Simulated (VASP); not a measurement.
# Rb (Im-3m) in VASP: notebook

Rb is run at these levels: LDA, PBEsol, RPBE, revPBE; tasks: single point.

Program: VASP 6.6.1. These are calculated values, not measurements. Logs are shortened: lines on timing, memory, paths and dates and some standing lists are left out, and cuts for length are marked.

## Step 1: The cell of the first run

It takes space group Im-3m (No. 229, cubic). The conventional cell has a = 5.605 Å, b = 5.605 Å, c = 5.605 Å, α = 90.00°, β = 90.00°, γ = 90.00°.

## Step 2: Single point, LDA

The input, INCAR:

```
PREC = Accurate
ENCUT = 520
EDIFF = 1E-6
ISMEAR = -1
SIGMA = 0.05
LREAL = False
LASPH = True
NELM = 60
ALGO = Fast
ISIF = 2
LWAVE = False
LCHARG = False
NBANDS = 10
```

The input, KPOINTS:

```
regular mesh
0
Gamma
  4 4 4
```

The input, POSCAR:

```
Rb
1.0
   -2.8025000000      2.8025000000      2.8025000000
    2.8025000000     -2.8025000000      2.8025000000
    2.8025000000      2.8025000000     -2.8025000000
Rb
1
Direct
    0.0000000000      0.0000000000      0.0000000000
```

Potentials or basis: VASP PAW LDA potentials, release 64 (Rb_sv).

On the command line:

```
cat potpaw_LDA.64/Rb_sv/POTCAR > POTCAR
mpirun -np 1 vasp_std > vasp.out
```

OUTCAR:

```text
PREC = Accurate
   ENCUT = 520
   EDIFF = 1E-6
   ISMEAR = -1
   LREAL = False
   LASPH = True
   NELM = 60
   ISIF = 2

 ion  position               nearest neighbor table
   1  0.000  0.000  0.000-

  LATTYP: Found a body centered cubic cell.
 ALAT       =     5.6050000000

  Lattice vectors:

 A1 = (  -2.8025000000,   2.8025000000,   2.8025000000)
 A2 = (   2.8025000000,  -2.8025000000,   2.8025000000)
 A3 = (   2.8025000000,   2.8025000000,  -2.8025000000)

Analysis of symmetry for initial positions (statically):
=====================================================================
 Subroutine PRICEL returns:
 Original cell was already a primitive cell.

 Routine SETGRP: Setting up the symmetry group for a
 body centered cubic supercell.

 Subroutine GETGRP returns: Found 48 space group operations
 (whereof 48 operations were pure point group operations)
 out of a pool of 48 trial point group operations.

The static configuration has the point symmetry O_h .

Analysis of symmetry for dynamics (positions and initial velocities):
=====================================================================
 Subroutine PRICEL returns:
 Original cell was already a primitive cell.

 Routine SETGRP: Setting up the symmetry group for a
 body centered cubic supercell.

 Subroutine GETGRP returns: Found 48 space group operations
 (whereof 48 operations were pure point group operations)
 out of a pool of 48 trial point group operations.

The dynamic configuration has the point symmetry O_h .

 Subroutine INISYM returns: Found 48 space group operations
 (whereof 48 operations are pure point group operations),
 and found     1 'primitive' translations

----------------------------------------------------------------------------------------

                                     Primitive cell

  volume of cell :      88.0434

  direct lattice vectors                    reciprocal lattice vectors
    -2.802500000  2.802500000  2.802500000     0.000000000  0.178412132  0.178412132
     2.802500000 -2.802500000  2.802500000     0.178412132  0.000000000  0.178412132
     2.802500000  2.802500000 -2.802500000     0.178412132  0.178412132  0.000000000

  length of vectors
     4.854072388  4.854072388  4.854072388     0.252312857  0.252312857  0.252312857

  position of ions in fractional coordinates (direct lattice)
     0.000000000  0.000000000  0.000000000

  ion indices of the primitive-cell ions
   primitive index   ion index
                 1           1

----------------------------------------------------------------------------------------

 KPOINTS: regular mesh

Automatic generation of k-mesh.
 Grid dimensions read from file:
 generate k-points for:    4    4    4

 Generating k-lattice:

  Cartesian coordinates                     Fractional coordinates (reciprocal lattice)
     0.000000000  0.044603033  0.044603033     0.250000000  0.000000000  0.000000000
     0.044603033  0.000000000  0.044603033     0.000000000  0.250000000  0.000000000
     0.044603033  0.044603033  0.000000000     0.000000000  0.000000000  0.250000000

  Length of vectors
     0.063078214  0.063078214  0.063078214

  Shift w.r.t. Gamma in fractional coordinates (k-lattice)
     0.000000000  0.000000000  0.000000000

 Subroutine IBZKPT returns following result:
 ===========================================

 Found      8 irreducible k-points:

 Following reciprocal coordinates:
            Coordinates               Weight
  0.000000  0.000000  0.000000      1.000000
  0.250000  0.000000  0.000000     12.000000
  0.500000  0.000000  0.000000      6.000000
  0.250000  0.250000  0.000000     24.000000
  0.250000  0.250000  0.250000      2.000000
 -0.250000  0.250000  0.250000      6.000000
  0.500000  0.500000  0.250000     12.000000
  0.500000  0.500000  0.500000      1.000000
   k-points           NKPTS =      8   k-points in BZ     NKDIM =      8   number of bands    NBANDS=     10
   number of dos      NEDOS =    301   number of ions     NIONS =      1
   total plane-waves  NPLWV =  46656
   dimension x,y,z NGX =    36 NGY =   36 NGZ =   36
   dimension x,y,z NGXF=    72 NGYF=   72 NGZF=   72
   ions per type =               1
   NGX,Y,Z   is equivalent  to a cutoff of  12.33, 12.33, 12.33 a.u.
   NGXF,Y,Z  is equivalent  to a cutoff of  24.66, 24.66, 24.66 a.u.
 SYSTEM =  unknown system
   PREC   = accura    normal or accurate (medium, high low for compatibility)
   ISTART =      0    job   : 0-new  1-cont  2-samecut
   ICHARG =      2    charge: 1-file 2-atom 10-const
   ISPIN  =      1    spin polarized calculation?
   LNONCOLLINEAR =      F non collinear calculations
   LSORBIT =      F    spin-orbit coupling
   LASPH  =      T    aspherical Exc in radial PAW
   ENCUT  =  520.0 eV  38.22 Ry    6.18 a.u.   9.03  9.03  9.03*2*pi/ulx,y,z
   NELM   =     60;   NELMIN=  2; NELMDL= -5     # of ELM steps
   EDIFF  = 0.1E-05   stopping-criterion for ELM
   LREAL  =      F    real-space projection
   EDIFFG = 0.1E-04   stopping-criterion for IOM
   NSW    =      0    number of steps for IOM
   IBRION =     -1    ionic relax: 0-MD 1-quasi-New 2-CG
   NFREE  =      0    steps in history (QN), initial steepest desc. (CG)
   ISIF   =      2    stress and relaxation
   ISYM   =      2    0-nonsym 1-usesym 2-fastsym
   POTIM  = 0.5000    time-step for ionic-motion
   TEBEG  =    0.0;   TEEND  =   0.0 temperature during run
   PSTRESS=    0.0 pullay stress
   NELECT =       9.0000    total number of electrons
   NUPDOWN=      -1.0000    fix difference up-down
   EMIN   =  10.00;   EMAX   =-10.00  energy-range for DOS
   EFERMI =   0.00;   METHOD = LEGACY
   ISMEAR =    -1;   SIGMA  =   0.05  broadening in eV -4-tet -1-fermi 0-gaus
   EFERMI_NEDOS =   21; number of points for ismear=-14 and -15
   IALGO  =     68    algorithm
   IMIX   =      4    mixing-type and parameters
     AMIX     =   0.40;   BMIX     =  1.00
     AMIX_MAG =   1.60;   BMIX_MAG =  1.00
  volume/ion in A,a.u.               =      88.04       594.15
  Fermi-wavevector in a.u.,A,eV,Ry     =   0.765462  1.446513  7.972081  0.585931
  Thomas-Fermi vector in A             =   1.865587
   LORBIT       =      0    0 simple, 1 ext, 2 COOP (PROOUT), +10 PAW based schemes
   GGA     = CA    functional components
   LHFCALC =     F    Hartree Fock is set to
   AEXX    =    0.0000 exact exchange contribution
   IVDW    =     0    specifies the selected vdW correction
   LEPSILON=     F    determine dielectric tensor
   LRPA    =     F    only Hartree local field effects (RPA)
 non-spin polarized calculation
 RMM-DIIS sequential band-by-band and
  energy-cutoff  :      520.00
  volume of cell :       88.04
 maximum number of plane-waves:      2390
   NGX = 19   NGY = 19   NGZ = 19

 number of electron       9.0000000 magnetization

 Free energy of the ion-electron system (eV)
  ---------------------------------------------------
  ext. energy  EPLUGINS =         0.00000000
  ---------------------------------------------------
  free energy    TOTEN  =        -0.99678084 eV

  energy without entropy =       -0.97014330  energy(sigma->0) =       -0.98346207

 E-fermi :  -0.1465     XC(G=0):  -5.7627

 val. band max:       -0.1541017512   @ k =   0.2500   0.2500   0.0000
 cond. band min:       0.0609215892   @ k =   0.5000   0.0000   0.0000
 fundamental gap:      0.2150233404
 Fermi energy:        -0.1465304341

 k-point     1 :       0.0000    0.0000    0.0000
  band No.  band energies     occupation
      1     -28.9131      2.00000
      2     -13.0105      2.00000
      3     -13.0105      2.00000
      4     -13.0105      2.00000
      5      -2.1641      2.00000
      6       3.4720      0.00000
      7       3.4720      0.00000
      8       3.4720      0.00000
      9       4.4687      0.00000
     10       4.4687      0.00000

 k-point     2 :       0.2500    0.0000    0.0000
  band No.  band energies     occupation
      1     -28.9105      2.00000
      2     -13.0667      2.00000
      3     -13.0290      2.00000
      4     -13.0105      2.00000
      5      -1.4311      2.00000
      6       2.3292      0.00000
      7       2.8261      0.00000
      8       4.1686      0.00000
      9       4.2702      0.00000
     10       4.4148      0.00000

 k-point     3 :       0.5000    0.0000    0.0000
  band No.  band energies     occupation
      1     -28.9080      2.00000
      2     -13.1213      2.00000
      3     -13.0475      2.00000
      4     -13.0105      2.00000
      5       0.0609      0.03107
      6       0.7244      0.00000
      7       2.3988      0.00000
      8       4.0801      0.00000
      9       5.0594      0.00000
     10       5.1817      0.00000

 k-point     4 :       0.2500    0.2500    0.0000
  band No.  band energies     occupation
      1     -28.9080      2.00000
      2     -13.1010      2.00000
      3     -13.0568      2.00000
      4     -13.0219      2.00000
      5      -0.1541      1.07557
      6       1.4748      0.00000
      7       1.8706      0.00000
      8       4.0365      0.00000
      9       4.2908      0.00000
     10       5.0872      0.00000

 k-point     5 :       0.2500    0.2500    0.2500
  band No.  band energies     occupation
      1     -28.9077      2.00000
      2     -13.0647      2.00000
      3     -13.0647      2.00000
      4     -13.0647      2.00000
      5       1.1936      0.00000
      6       1.1936      0.00000
      7       1.1936      0.00000
      8       2.3929      0.00000
      9       5.1625      0.00000
     10       5.1625      0.00000

 k-point     6 :      -0.2500    0.2500    0.2500
  band No.  band energies     occupation
      1     -28.9082      2.00000
      2     -13.0683      2.00000
      3     -13.0490      2.00000
      4     -13.0490      2.00000
      5      -0.7524      1.99999
      6       2.2042      0.00000
      7       2.9007      0.00000
      8       2.9007      0.00000
      9       4.2973      0.00000
     10       4.3714      0.00000

 k-point     7 :       0.5000    0.5000    0.2500
  band No.  band energies     occupation
      1     -28.9060      2.00000
      2     -13.1056      2.00000
      3     -13.0688      2.00000
      4     -13.0506      2.00000
      5       0.7781      0.00000
      6       0.8684      0.00000
      7       2.5243      0.00000
      8       2.7773      0.00000
      9       4.1293      0.00000
     10       5.7723      0.00000

 k-point     8 :       0.5000    0.5000    0.5000
  band No.  band energies     occupation
      1     -28.9039      2.00000
      2     -13.0898      2.00000
      3     -13.0898      2.00000
      4     -13.0898      2.00000
      5       1.1204      0.00000
      6       1.1204      0.00000
      7       3.1941      0.00000
      8       3.1941      0.00000
      9       3.1941      0.00000
     10       4.6443      0.00000

------------------------ aborting loop because EDIFF is reached ----------------------------------------

  FORCE on cell =-STRESS in cart. coord.  units (eV):
  Direction    XX          YY          ZZ          XY          YZ          ZX
  --------------------------------------------------------------------------------------
  -------------------------------------------------------------------------------------
  Total       -0.1473102     -0.1473102     -0.1473102      0.0000000      0.0000000     -0.0000000
  in kB       -2.6806897     -2.6806897     -2.6806897      0.0000000      0.0000000     -0.0000000
  external PRESSURE =      -2.6806897 kB  Pullay stress =       0.0000000 kB

 VOLUME and BASIS-vectors are now :
 -----------------------------------------------------------------------------
  energy-cutoff  :      520.00
  volume of cell :       88.04
      direct lattice vectors                 reciprocal lattice vectors
    -2.802500000  2.802500000  2.802500000     0.000000000  0.178412132  0.178412132
     2.802500000 -2.802500000  2.802500000     0.178412132  0.000000000  0.178412132
     2.802500000  2.802500000 -2.802500000     0.178412132  0.178412132  0.000000000

 POSITION                                       TOTAL-FORCE (eV/Angst)
 -----------------------------------------------------------------------------------
      0.00000      0.00000      0.00000        -0.000000      0.000000     -0.000000
 -----------------------------------------------------------------------------------
    total drift:                               -0.000000      0.000000      0.000000

  FREE ENERGIE OF THE ION-ELECTRON SYSTEM (eV)
  ---------------------------------------------------
  free  energy   TOTEN  =        -0.9967808433 eV

  energy  without entropy=       -0.9701432959  energy(sigma->0) =       -0.98346207
```

It took 7.1 s on 1 thread of Intel Xeon 6975P-C, shared host; peak memory 0.16 GiB.

Results:

```yaml
Free_energy: -0.9968 eV
Pressure: -0.3 GPa
```

Caveat: the k points lie up to 0.40 Å⁻¹ apart.

## Step 3: Single point, PBEsol

The input, INCAR:

```
SYSTEM = Rb
PREC = Accurate ; ENCUT = 520
EDIFF = 1E-7 ; ISMEAR = -1
SIGMA = 0.05 ; LREAL = .FALSE.
LASPH = .TRUE. ; NELM = 60
ALGO = Fast ; ISIF = 2
LWAVE = .FALSE. ; LCHARG = .FALSE.
GGA = PS ; NBANDS = 10
```

The input, KPOINTS:

```
Automatic mesh
0
G
  4 4 4
  0 0 0
```

POSCAR is that of step 2.

Potentials or basis: VASP PAW PBE potentials, release 64 (Rb_sv).

On the command line:

```
cat potpaw_PBE.64/Rb_sv/POTCAR > POTCAR
mpirun -np 1 vasp_std > vasp.out
```

Wall time 9.9 s (1 thread of Intel Xeon 6975P-C, shared host); peak memory 0.19 GiB.

It converged, with:

| Property | Result |
| --- | --- |
| Free energy | -0.9751 eV |
| Pressure | 0.0 GPa |

Levels at points of the mesh, in eV from the Fermi level:
```csv
k point,band 1,band 2,band 3,band 4,band 5,band 6,band 7,band 8,band 9
"(0.00, 0.00, 0.00)",-28.83,-12.87,-12.87,-12.87,-2.01,3.72,3.72,3.72,4.69
"(0.50, 0.00, 0.00)",-28.82,-12.98,-12.91,-12.87,0.24,0.81,2.60,4.34,5.27
"(0.50, 0.50, 0.50)",-28.82,-12.95,-12.95,-12.95,1.25,1.25,3.34,3.34,3.34
```

Caveat: the k points lie up to 0.40 Å⁻¹ apart; the PAW data sets were made with another functional, which shifts forces and pressure a little.

## Step 4: Single point, RPBE

The input, INCAR:

```
ALGO = Normal
EDIFF = 1E-6
ENCUT = 520
GGA = RP
ISIF = 2
ISMEAR = -1
LASPH = T
LCHARG = F
LREAL = F
LWAVE = F
NBANDS = 10
NELM = 60
PREC = Accurate
SIGMA = 0.05
```

The input, KPOINTS:

```
k-points
0
Gamma
  4 4 4
```

POSCAR is that of step 3.

On the command line:

```
cat potpaw_PBE.64/Rb_sv/POTCAR > POTCAR
mpirun -np 1 vasp_std > vasp.out
```

It took 7.8 s on 1 thread of Intel Xeon 6975P-C, shared host; peak memory 0.19 GiB.

Results (log left out):

```
Free energy : -0.7626 eV
Pressure    : 0.5 GPa
```

Levels at points of the mesh, in eV from the Fermi level:
| k point | band 2 | band 3 | band 4 | band 5 | band 6 | band 7 |
| --- | --- | --- | --- | --- | --- | --- |
| (0.00, 0.00, 0.00) | -12.98 | -12.98 | -12.98 | -2.00 | 3.77 | 3.77 |
| (0.50, 0.00, 0.00) | -13.09 | -13.02 | -12.98 | 0.26 | 0.78 | 2.63 |
| (0.50, 0.50, 0.50) | -13.06 | -13.06 | -13.06 | 1.22 | 1.22 | 3.36 |

Caveat: the k points lie up to 0.40 Å⁻¹ apart; the PAW data sets were made with another functional, which shifts forces and pressure a little.

## Step 5: Single point, revPBE

The input, INCAR:

```
SYSTEM = Rb
ALGO = Fast
EDIFF = 1E-6
ENCUT = 520
GGA = RE
ISIF = 2
ISMEAR = -1
LASPH = .TRUE.
LCHARG = .FALSE.
LREAL = .FALSE.
LWAVE = .FALSE.
NBANDS = 10
NELM = 60
PREC = Accurate
SIGMA = 0.05
```

The input, KPOINTS:

```
k-points
0
G
  4 4 4
  0 0 0
```

POSCAR is that of step 4.

On the command line:

```
cat potpaw_PBE.64/Rb_sv/POTCAR > POTCAR
mpirun -np 1 vasp_std > vasp.out
```

Run time: 7 s. Hardware: 1 thread of Intel Xeon 6975P-C, shared host; peak memory 0.19 GiB.

Results (log left out):

- Free energy: -0.7744 eV
- Pressure: 0.4 GPa

Levels at points of the mesh, in eV from the Fermi level:
```csv
k point,band 2,band 3,band 4,band 5,band 6,band 7
"(0.00, 0.00, 0.00)",-12.97,-12.97,-12.97,-2.00,3.76,3.76
"(0.50, 0.00, 0.00)",-13.08,-13.01,-12.97,0.26,0.78,2.62
"(0.50, 0.50, 0.50)",-13.05,-13.05,-13.05,1.23,1.23,3.35
```

Caveat: the k points lie up to 0.40 Å⁻¹ apart; the PAW data sets were made with another functional, which shifts forces and pressure a little.

## Step 6: Summary

```tsv
level	potentials or basis	gap on the mesh (eV)	pressure (GPa)
LDA	VASP PAW LDA potentials, release 64 (Rb_sv)	none	-0.3
PBEsol	VASP PAW PBE potentials, release 64 (Rb_sv)	none	0.0
RPBE	VASP PAW PBE potentials, release 64 (Rb_sv)	none	0.5
revPBE	VASP PAW PBE potentials, release 64 (Rb_sv)	none	0.4
```

Alike in all rows: task single point; no spin polarisation; cell as given; k mesh 4 × 4 × 4; cutoff (eV) 520; smearing fermi-dirac 0.05 eV.

Caveats: all runs use coarse meshes; the PAW data sets were made with another functional, which shifts forces and pressure a little (some runs).

Absolute energies hang on the potentials; compare differences alone.
